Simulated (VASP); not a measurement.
Write the native input for VASP 6.6.1 that does the following.

```
Task                   : single point
Functional             : BLYP
Potentials or basis    : VASP PAW PBE potentials, release 64 (K_sv)
Cutoff                 : 520 eV
k mesh                 : 7 × 7 × 4
Occupations            : fermi-dirac, width 0.1 eV
Spin                   : no spin polarisation
Dipole correction      : no
Further INCAR settings : ALGO = Normal; EDIFF = 1e-06; NBANDS = 16
```

The structure of K lies in POSCAR:

```
K
1.0
    4.7623960000      0.0000000000      0.0000000000
   -2.3811980000      4.1243560000      0.0000000000
    0.0000000000      0.0000000000      7.8299710000
K
2
Direct
    0.3333333333      0.6666666667      0.2500000000
    0.6666666667      0.3333333333      0.7500000000
```

These files were run (other wordings do the same):

INCAR

```
PREC = Accurate
ENCUT = 520
EDIFF = 1E-6
ISMEAR = -1
SIGMA = 0.1
LREAL = F
LASPH = T
NELM = 60
ALGO = Normal
ISIF = 2
LWAVE = F
LCHARG = F
GGA = B5
ALDAX = 1.0
AGGAX = 1.0
AGGAC = 1.0
ALDAC = 0.0
NBANDS = 16
```

KPOINTS

```
regular mesh
0
Gamma
  7 7 4
```

Potentials or basis: VASP PAW PBE potentials, release 64 (K_sv).

Launch:

```bash
$ cat potpaw_PBE.64/K_sv/POTCAR > POTCAR
$ mpirun -np 1 vasp_std > vasp.out
```

It gave:

* Pressure: 0.0 GPa
* Band gap on the k mesh: zero (band 9 reaches 0.95 eV, above the bottom of band 10 at -1.21 eV)

Caveat: the PAW data sets were made with another functional, which shifts forces and pressure a little.

Wall time 70 s on 1 thread of AMD EPYC 7R13 Processor (Zen 3), on a shared host, peak memory 0.23 GiB.
